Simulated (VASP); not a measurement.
# Cu (I4/mmm) in VASP: notebook

Cu is run at these levels: r2SCAN; tasks: single point.

All numbers are computed with VASP 6.6.1; they aren't measurements. Logs are shortened: lines on timing, memory, paths and dates and some standing lists are left out, and cuts for length are marked.

**1. The cell of the first run**

It takes space group I4/mmm (No. 139, tetragonal). The conventional cell has a = 2.595 Å, b = 2.595 Å, c = 3.507 Å, α = 90.00°, β = 90.00°, γ = 90.00°. Cu (site symmetry 4/mmm) has 12 Cu at 2.54 to 2.59 Å within 3.3 Å.

**2. Single point, r2SCAN (strain +0.015 along x and y, -0.030 along z)**

POSCAR reads:

```
Cu
1.0
    0.0000000000      1.8346125000      1.7532750000
    1.8346125000      0.0000000000      1.7532750000
    1.8346125000      1.8346125000      0.0000000000
Cu
1
Direct
    0.0000000000      0.0000000000      0.0000000000
```

INCAR.step1 reads:

```
  PREC = Accurate
  ENCUT = 520
  ISMEAR = 0
  SIGMA = 0.15
  LREAL = F
  LASPH = T
  NELM = 80
  NBANDS = 12
  GGA = PE
  ALGO = Normal
  EDIFF = 1E-4
  LWAVE = T
  LCHARG = F
```

INCAR.step2 reads:

```
  PREC = Accurate
  ENCUT = 520
  EDIFF = 1E-6
  ISMEAR = 0
  SIGMA = 0.15
  LREAL = F
  LASPH = T
  NELM = 80
  ALGO = Normal
  ISIF = 2
  LWAVE = F
  LCHARG = T
  METAGGA = R2SCAN
  LMIXTAU = T
  LELF = T
  LVHAR = T
  NBANDS = 12
  ISTART = 1
```

KPOINTS reads:

```
regular mesh
0
Gamma
  22 22 22
```

Potentials or basis: VASP PAW PBE potentials, release 64 (Cu).

Launch:

```console
$ cat potpaw_PBE.64/Cu/POTCAR > POTCAR
$ cp INCAR.step1 INCAR
$ mpirun -np 1 vasp_std > vasp.out
$ cp INCAR.step2 INCAR
$ mpirun -np 1 vasp_std > vasp.out
```

OUTCAR:

```text
PREC = Accurate
   ENCUT = 520
   EDIFF = 1E-6
   ISMEAR = 0
   LREAL = F
   LASPH = T
   NELM = 80
   ISIF = 2
   METAGGA = R2SCAN
   ISTART = 1

 ion  position               nearest neighbor table
   1  0.000  0.000  0.000-

  LATTYP: Found a body centered tetragonal cell.
 ALAT       =     2.5945338792
 C/A-ratio  =     1.3515144389

  Lattice vectors:

 A1 = (   0.0000000000,  -1.8346125000,  -1.7532750000)
 A2 = (   0.0000000000,   1.8346125000,  -1.7532750000)
 A3 = (   1.8346125000,   0.0000000000,   1.7532750000)

Analysis of symmetry for initial positions (statically):
=====================================================================
 Subroutine PRICEL returns:
 Original cell was already a primitive cell.

 Routine SETGRP: Setting up the symmetry group for a
 body centered tetragonal supercell.

 Subroutine GETGRP returns: Found 16 space group operations
 (whereof 16 operations were pure point group operations)
 out of a pool of 16 trial point group operations.

The static configuration has the point symmetry D_4h.

Analysis of symmetry for dynamics (positions and initial velocities):
=====================================================================
 Subroutine PRICEL returns:
 Original cell was already a primitive cell.

 Routine SETGRP: Setting up the symmetry group for a
 body centered tetragonal supercell.

 Subroutine GETGRP returns: Found 16 space group operations
 (whereof 16 operations were pure point group operations)
 out of a pool of 16 trial point group operations.

The dynamic configuration has the point symmetry D_4h.

 Subroutine INISYM returns: Found 16 space group operations
 (whereof 16 operations are pure point group operations),
 and found     1 'primitive' translations

----------------------------------------------------------------------------------------

                                     Primitive cell

  volume of cell :      11.8024

  direct lattice vectors                    reciprocal lattice vectors
     0.000000000  1.834612500  1.753275000    -0.272537116  0.272537116  0.285180591
     1.834612500  0.000000000  1.753275000     0.272537116 -0.272537116  0.285180591
     1.834612500  1.834612500  0.000000000     0.272537116  0.272537116 -0.285180591

  length of vectors
     2.537671423  2.537671423  2.594533879     0.479458996  0.479458996  0.479458996

  position of ions in fractional coordinates (direct lattice)
     0.000000000  0.000000000  0.000000000

  ion indices of the primitive-cell ions
   primitive index   ion index
                 1           1

----------------------------------------------------------------------------------------

 KPOINTS: regular mesh

Automatic generation of k-mesh.
 Grid dimensions read from file:
 generate k-points for:   22   22   22

 Generating k-lattice:

  Cartesian coordinates                     Fractional coordinates (reciprocal lattice)
    -0.012388051  0.012388051  0.012962754     0.045454545  0.000000000  0.000000000
     0.012388051 -0.012388051  0.012962754     0.000000000  0.045454545  0.000000000
     0.012388051  0.012388051 -0.012962754    -0.000000000 -0.000000000  0.045454545

  Length of vectors
     0.021793591  0.021793591  0.021793591

  Shift w.r.t. Gamma in fractional coordinates (k-lattice)
     0.000000000  0.000000000  0.000000000

 Subroutine IBZKPT returns following result:
 ===========================================

 Found    834 irreducible k-points:

 Following reciprocal coordinates:
            Coordinates               Weight
  0.000000  0.000000  0.000000      1.000000
  0.045455  0.000000  0.000000      8.000000
  0.090909  0.000000  0.000000      8.000000
  0.136364  0.000000  0.000000      8.000000
  0.181818 -0.000000  0.000000      8.000000
  0.227273  0.000000  0.000000      8.000000
[... 16 lines left out ...]
  0.500000  0.045455  0.000000      8.000000
 -0.454545  0.045455  0.000000      8.000000
 [... further k-points ...]
   k-points           NKPTS =    834   k-points in BZ     NKDIM =    834   number of bands    NBANDS=     12
   number of dos      NEDOS =    301   number of ions     NIONS =      1
   total plane-waves  NPLWV =   8000
   dimension x,y,z NGX =    20 NGY =   20 NGZ =   20
   dimension x,y,z NGXF=    40 NGYF=   40 NGZF=   40
   ions per type =               1
   NGX,Y,Z   is equivalent  to a cutoff of  13.10, 13.10, 12.82 a.u.
   NGXF,Y,Z  is equivalent  to a cutoff of  26.20, 26.20, 25.63 a.u.
 SYSTEM =  unknown system
   PREC   = accura    normal or accurate (medium, high low for compatibility)
   ISTART =      1    job   : 0-new  1-cont  2-samecut
   ICHARG =      0    charge: 1-file 2-atom 10-const
   ISPIN  =      1    spin polarized calculation?
   LNONCOLLINEAR =      F non collinear calculations
   LSORBIT =      F    spin-orbit coupling
   LASPH  =      T    aspherical Exc in radial PAW
   ENCUT  =  520.0 eV  38.22 Ry    6.18 a.u.   4.72  4.72  4.82*2*pi/ulx,y,z
   NELM   =     80;   NELMIN=  2; NELMDL=  0     # of ELM steps
   EDIFF  = 0.1E-05   stopping-criterion for ELM
   LREAL  =      F    real-space projection
   EDIFFG = 0.1E-04   stopping-criterion for IOM
   NSW    =      0    number of steps for IOM
   IBRION =     -1    ionic relax: 0-MD 1-quasi-New 2-CG
   NFREE  =      0    steps in history (QN), initial steepest desc. (CG)
   ISIF   =      2    stress and relaxation
   ISYM   =      2    0-nonsym 1-usesym 2-fastsym
   POTIM  = 0.5000    time-step for ionic-motion
   TEBEG  =    0.0;   TEEND  =   0.0 temperature during run
   PSTRESS=    0.0 pullay stress
   NELECT =      11.0000    total number of electrons
   NUPDOWN=      -1.0000    fix difference up-down
   EMIN   =  10.00;   EMAX   =-10.00  energy-range for DOS
   EFERMI =   0.00;   METHOD = LEGACY
   ISMEAR =     0;   SIGMA  =   0.15  broadening in eV -4-tet -1-fermi 0-gaus
   EFERMI_NEDOS =   21; number of points for ismear=-14 and -15
   IALGO  =     38    algorithm
   IMIX   =      4    mixing-type and parameters
     AMIX     =   0.40;   BMIX     =  1.00
     AMIX_MAG =   1.60;   BMIX_MAG =  1.00
  volume/ion in A,a.u.               =      11.80        79.65
  Fermi-wavevector in a.u.,A,eV,Ry     =   1.599126  3.021911 34.792893  2.557206
  Thomas-Fermi vector in A             =   2.696468
   LORBIT       =      0    0 simple, 1 ext, 2 COOP (PROOUT), +10 PAW based schemes
   METAGGA = R2SCAN    functional components
   LHFCALC =     F    Hartree Fock is set to
   AEXX    =    0.0000 exact exchange contribution
   IVDW    =     0    specifies the selected vdW correction
   LEPSILON=     F    determine dielectric tensor
   LRPA    =     F    only Hartree local field effects (RPA)
 non-spin polarized calculation
 Gauss-broadening in eV      SIGMA  =   0.15
  energy-cutoff  :      520.00
  volume of cell :       11.80
 maximum number of plane-waves:       330
   NGX =  9   NGY =  9   NGZ =  9

 number of electron      11.0000005 magnetization

 Free energy of the ion-electron system (eV)
  ---------------------------------------------------
  ext. energy  EPLUGINS =         0.00000000
  ---------------------------------------------------
  free energy    TOTEN  =       -10.82276201 eV

  energy without entropy =      -10.82016831  energy(sigma->0) =      -10.82146516

 E-fermi :   7.4043     XC(G=0): -13.7486

 val. band max:        7.3831352486   @ k =   0.5000   0.3182   0.1818
 cond. band min:       7.4060941692   @ k =   0.5000   0.2727   0.1364
 fundamental gap:      0.0229589205
 Fermi energy:         7.4042930424

 k-point     1 :       0.0000    0.0000    0.0000
  band No.  band energies     occupation
      1      -2.2665      2.00000
      2       4.2025      2.00000
      3       4.2026      2.00000
      4       4.4141      2.00000
      5       4.9736      2.00000
      6       5.1837      2.00000
      7      30.8371      0.00000
      8      33.7758      0.00000
      9      33.7761      0.00000
     10      34.0064      0.00000
     11      36.1680      0.00000
     12      36.2876      0.00000

 k-point     2 :       0.0455    0.0000    0.0000
  band No.  band energies     occupation
      1      -2.1881      2.00000
      2       4.1973      2.00000
      3       4.2173      2.00000
      4       4.4170      2.00000
      5       4.9695      2.00000
      6       5.1761      2.00000
      7      30.4436      0.00000
      8      32.6411      0.00000
      9      33.4723      0.00000
     10      33.6588      0.00000
     11      36.5986      0.00000
     12      36.6912      0.00000

 k-point     3 :       0.0909    0.0000    0.0000
  band No.  band energies     occupation
      1      -1.9545      2.00000
      2       4.1727      2.00000
      3       4.2569      2.00000
      4       4.4342      2.00000
      5       4.9617      2.00000
      6       5.1567      2.00000
      7      28.7666      0.00000
      8      31.7913      0.00000
      9      32.8662      0.00000
     10      33.1234      0.00000
     11      37.4782      0.00000
     12      37.5544      0.00000

 k-point     4 :       0.1364    0.0000    0.0000
  band No.  band energies     occupation
      1      -1.5712      2.00000
      2       4.1218      2.00000
      3       4.3058      2.00000
      4       4.4712      2.00000
      5       4.9646      2.00000
      6       5.1358      2.00000
      7      26.4041      0.00000
      8      31.4716      0.00000
      9      32.2355      0.00000
     10      32.6157      0.00000
     11      38.0001      0.00000
     12      38.2667      0.00000

 k-point     5 :       0.1818   -0.0000    0.0000
  band No.  band energies     occupation
      1      -1.0494      2.00000
      2       4.0582      2.00000
      3       4.3390      2.00000
      4       4.5109      2.00000
      5       5.0010      2.00000
      6       5.1320      2.00000
      7      23.9622      0.00000
      8      31.1477      0.00000
      9      31.6609      0.00000
     10      32.2205      0.00000
     11      37.7612      0.00000
     12      37.7788      0.00000
[... 228 lines left out ...]
      1       1.9323      2.00000
      2       4.1920      2.00000
      3       4.3616      2.00000
      4       4.7736      2.00000
      5       5.6317      2.00000
      6       5.7431      2.00000
      7      13.8705      0.00000
      8      28.7849      0.00000
      9      28.8177      0.00000
     10      32.0726      0.00000
     11      34.6484      0.00000
     12      34.8555      0.00000

 k-point    22 :       0.4545    0.0455    0.0000
  band No.  band energies     occupation
      1       2.1394      2.00000
      2       4.1561      2.00000
      3       4.3246      2.00000
      4       5.1706      2.00000
      5       5.7007      2.00000
      6       6.2274      2.00000
      7      12.3400      0.00000
      8      28.7127      0.00000
      9      28.8760      0.00000
     10      31.3304      0.00000
     11      34.0584      0.00000
     12      34.8011      0.00000

 k-point    23 :       0.5000    0.0455    0.0000
  band No.  band energies     occupation
      1       2.2105      2.00000
      2       4.1378      2.00000
      3       4.3061      2.00000
      4       5.3349      2.00000
      5       5.7203      2.00000
      6       6.6890      2.00000
      7      11.4641      0.00000
      8      28.7161      0.00000
      9      29.1235      0.00000
     10      30.6969      0.00000
     11      33.6146      0.00000
     12      34.8980      0.00000

 k-point    24 :      -0.4545    0.0455    0.0000
  band No.  band energies     occupation
      1       2.1922      2.00000
      2       4.1397      2.00000
      3       4.3085      2.00000
      4       5.3310      2.00000
      5       5.6868      2.00000
      6       6.5403      2.00000
      7      11.7151      0.00000
      8      28.8253      0.00000
      9      29.5290      0.00000
     10      30.2127      0.00000
     11      33.3181      0.00000
     12      35.1049      0.00000

 [... further k-points ...]
[... 5 lines left out ...]
  --------------------------------------------------------------------------------------
  -------------------------------------------------------------------------------------
  Total       -0.3538928     -0.3538928     -0.1921415      0.0000000      0.0000000     -0.0000000
  in kB      -48.0411702    -48.0411702    -26.0833346      0.0000000      0.0000000     -0.0000000
  external PRESSURE =     -40.7218916 kB  Pullay stress =       0.0000000 kB

 VOLUME and BASIS-vectors are now :
 -----------------------------------------------------------------------------
  energy-cutoff  :      520.00
  volume of cell :       11.80
      direct lattice vectors                 reciprocal lattice vectors
     0.000000000  1.834612500  1.753275000    -0.272537116  0.272537116  0.285180591
     1.834612500  0.000000000  1.753275000     0.272537116 -0.272537116  0.285180591
     1.834612500  1.834612500  0.000000000     0.272537116  0.272537116 -0.285180591

 POSITION                                       TOTAL-FORCE (eV/Angst)
 -----------------------------------------------------------------------------------
      0.00000      0.00000      0.00000        -0.000000      0.000000      0.000000
 -----------------------------------------------------------------------------------
    total drift:                                0.000000      0.000000      0.000000

  FREE ENERGIE OF THE ION-ELECTRON SYSTEM (eV)
  ---------------------------------------------------
  free  energy   TOTEN  =       -10.8227620130 eV

  energy  without entropy=      -10.8201683076  energy(sigma->0) =      -10.82146516
```

It took 9.4 min on 1 thread of Intel Xeon 8259CL, shared host; peak memory 0.23 GiB.

Results:

| Item | Value |
| --- | --- |
| Free energy | -10.8228 eV |
| Pressure | -4.1 GPa |
| Band gap on the k mesh | zero (an odd number of electrons rules out a gap without spin polarisation) |

Stress tensor (GPa, compression positive):
```
-4.80  0.00  0.00
 0.00 -4.80  0.00
 0.00  0.00 -2.61
```

Caveat: the cell differs from its parent crystal (strain +0.015 along x and y, -0.030 along z); the cell stands under tension; the PAW data sets were made with another functional, which shifts forces and pressure a little.

**3. Single point, r2SCAN (strain +0.000 along x and y, +0.015 along z)**

POSCAR reads:

```
Cu
1.0
    0.0000000000      1.8075000000      1.8346125000
    1.8075000000      0.0000000000      1.8346125000
    1.8075000000      1.8075000000      0.0000000000
Cu
1
Direct
    0.0000000000      0.0000000000      0.0000000000
```

INCAR.step1 reads:

```
SYSTEM = Cu
PREC     = Accurate       ! precision mode
ENCUT    = 520            ! plane-wave cutoff, eV
ISMEAR   = 0              ! smearing method
SIGMA    = 0.15           ! smearing width, eV
LREAL    = .False.        ! projectors in reciprocal space
LASPH    = .True.         ! aspherical terms in the spheres
NELM     = 100            ! most SCF steps
NBANDS   = 12             ! bands
GGA      = PE             ! functional
ALGO     = Normal         ! electronic algorithm
EDIFF    = 1E-4           ! SCF threshold, eV
LWAVE    = .True.         ! write WAVECAR
LCHARG   = .False.        ! write CHGCAR
```

INCAR.step2 reads:

```
SYSTEM = Cu
PREC     = Accurate       ! precision mode
ENCUT    = 520            ! plane-wave cutoff, eV
EDIFF    = 1E-7           ! SCF threshold, eV
ISMEAR   = 0              ! smearing method
SIGMA    = 0.15           ! smearing width, eV
LREAL    = .False.        ! projectors in reciprocal space
LASPH    = .True.         ! aspherical terms in the spheres
NELM     = 100            ! most SCF steps
ALGO     = Normal         ! electronic algorithm
ISIF     = 2              ! what is computed and relaxed
LWAVE    = .False.        ! write WAVECAR
LCHARG   = .False.        ! write CHGCAR
METAGGA  = R2SCAN         ! meta-GGA
LMIXTAU  = .True.       
NBANDS   = 12             ! bands
ISTART   = 1
```

KPOINTS reads:

```
Automatic mesh
0
Gamma
  22 22 22
  0 0 0
```

Potentials or basis: VASP PAW PBE potentials, release 64 (Cu).

Launch:

```console
$ cat potpaw_PBE.64/Cu/POTCAR > POTCAR
$ cp INCAR.step1 INCAR
$ mpirun -np 1 vasp_std > vasp.out
$ cp INCAR.step2 INCAR
$ mpirun -np 1 vasp_std > vasp.out
```

Wall time 9.5 min (1 thread of Intel Xeon 8259CL, shared host); peak memory 0.23 GiB.

It converged, with:

* Free energy: -10.8193 eV
* Pressure: -6.2 GPa
* Band gap on the k mesh: zero (an odd number of electrons rules out a gap without spin polarisation)

Stress tensor (GPa, compression positive):
```
-5.91  0.00  0.00
 0.00 -5.91  0.00
 0.00  0.00 -6.76
```

Levels at points of the mesh, in eV from the Fermi level:
| k point | band 2 | band 3 | band 4 | band 5 | band 6 | band 7 | band 8 | band 9 | band 10 | band 11 |
| --- | --- | --- | --- | --- | --- | --- | --- | --- | --- | --- |
| (0.00, 0.00, 0.00) | -3.13 | -3.06 | -3.06 | -2.32 | -2.25 | 23.27 | 26.14 | 26.20 | 26.20 | 28.54 |
| (0.50, 0.00, 0.00) | -3.16 | -3.09 | -1.73 | -1.70 | -0.99 | 3.90 | 21.69 | 22.76 | 23.16 | 25.62 |
| (0.50, 0.50, 0.00) | -4.49 | -1.74 | -1.56 | -1.56 | 1.39 | 7.07 | 13.89 | 13.89 | 18.17 | 21.13 |
| (0.50, 0.00, 0.50) | -4.49 | -1.74 | -1.58 | -1.53 | 1.72 | 7.47 | 13.52 | 13.54 | 17.87 | 20.79 |

Caveat: the cell differs from its parent crystal (strain +0.000 along x and y, +0.015 along z); the cell stands under tension; the PAW data sets were made with another functional, which shifts forces and pressure a little.

**4. Single point, r2SCAN (strain +0.000 along x and y, +0.030 along z)**

POSCAR reads:

```
Cu
1.0
    0.0000000000      1.8075000000      1.8617250000
    1.8075000000      0.0000000000      1.8617250000
    1.8075000000      1.8075000000      0.0000000000
Cu
1
Direct
    0.0000000000      0.0000000000      0.0000000000
```

INCAR.step1 reads:

```
SYSTEM = Cu
  PREC = Accurate
  ENCUT = 520
  ISMEAR = 0
  SIGMA = 0.15
  LREAL = .FALSE.
  LASPH = .TRUE.
  NELM = 60
  NBANDS = 12
  GGA = PE
  ALGO = Normal
  EDIFF = 1E-4
  LWAVE = .TRUE.
  LCHARG = .FALSE.
```

INCAR.step2 reads:

```
SYSTEM = Cu
  PREC = Accurate
  ENCUT = 520
  EDIFF = 1E-6
  ISMEAR = 0
  SIGMA = 0.15
  LREAL = .FALSE.
  LASPH = .TRUE.
  NELM = 60
  ALGO = Normal
  ISIF = 2
  LWAVE = .FALSE.
  LCHARG = .TRUE.
  METAGGA = R2SCAN
  LMIXTAU = .TRUE.
  LELF = .TRUE.
  LVHAR = .TRUE.
  NBANDS = 12
  ISTART = 1
```

KPOINTS reads:

```
Automatic mesh
0
G
  22 22 22
  0 0 0
```

Launch:

```console
$ cat potpaw_PBE.64/Cu/POTCAR > POTCAR
$ cp INCAR.step1 INCAR
$ mpirun -np 1 vasp_std > vasp.out
$ cp INCAR.step2 INCAR
$ mpirun -np 1 vasp_std > vasp.out
```

Run time: 9 min. Hardware: 1 thread of Intel Xeon 8259CL, shared host; peak memory 0.23 GiB.

Results (log left out):

* Free energy: -10.8107 eV
* Pressure: -8.0 GPa
* Band gap on the k mesh: zero (an odd number of electrons rules out a gap without spin polarisation)

Stress tensor (GPa, compression positive):
```
-7.40  0.00  0.00
 0.00 -7.40  0.00
 0.00  0.00 -9.12
```

Levels at points of the mesh, in eV from the Fermi level:
```tsv
k point	band 2	band 3	band 4	band 5	band 6	band 7	band 8	band 9	band 10	band 11
(0.00, 0.00, 0.00)	-3.13	-2.99	-2.99	-2.33	-2.19	23.16	25.88	25.98	25.98	28.30
(0.50, 0.00, 0.00)	-3.15	-3.01	-1.72	-1.67	-0.95	3.83	21.28	22.59	23.18	25.17
(0.50, 0.50, 0.00)	-4.41	-1.73	-1.56	-1.56	1.19	6.72	14.01	14.01	18.22	21.11
(0.50, 0.00, 0.50)	-4.42	-1.73	-1.60	-1.50	1.84	7.50	13.27	13.33	17.62	20.44
```

Caveat: the cell differs from its parent crystal (strain +0.000 along x and y, +0.030 along z); the cell stands under tension; the PAW data sets were made with another functional, which shifts forces and pressure a little.

**5. The runs side by side**

```tsv
cell	gap on the mesh (eV)	pressure (GPa)
a = 2.538, b = 2.538, c = 2.595 Å, angles 59.3, 59.3, 61.5°, 1 atom	none	-4.1
a = 2.575, b = 2.575, c = 2.556 Å, angles 60.2, 60.2, 59.5°, 1 atom	none	-6.2
a = 2.595, b = 2.595, c = 2.556 Å, angles 60.5, 60.5, 59.0°, 1 atom	none	-8.0
```

Alike in all rows: task single point; level r2SCAN; potentials or basis VASP PAW PBE potentials, release 64 (Cu); no spin polarisation; k mesh 22 × 22 × 22; cutoff (eV) 520; smearing gaussian 0.15 eV.

Caveats: the cell stands under tension; the PAW data sets were made with another functional, which shifts forces and pressure a little.

Absolute energies hang on the potentials; compare differences alone.

The gap in the log of VASP goes by the Fermi energy; the results here count the filled bands.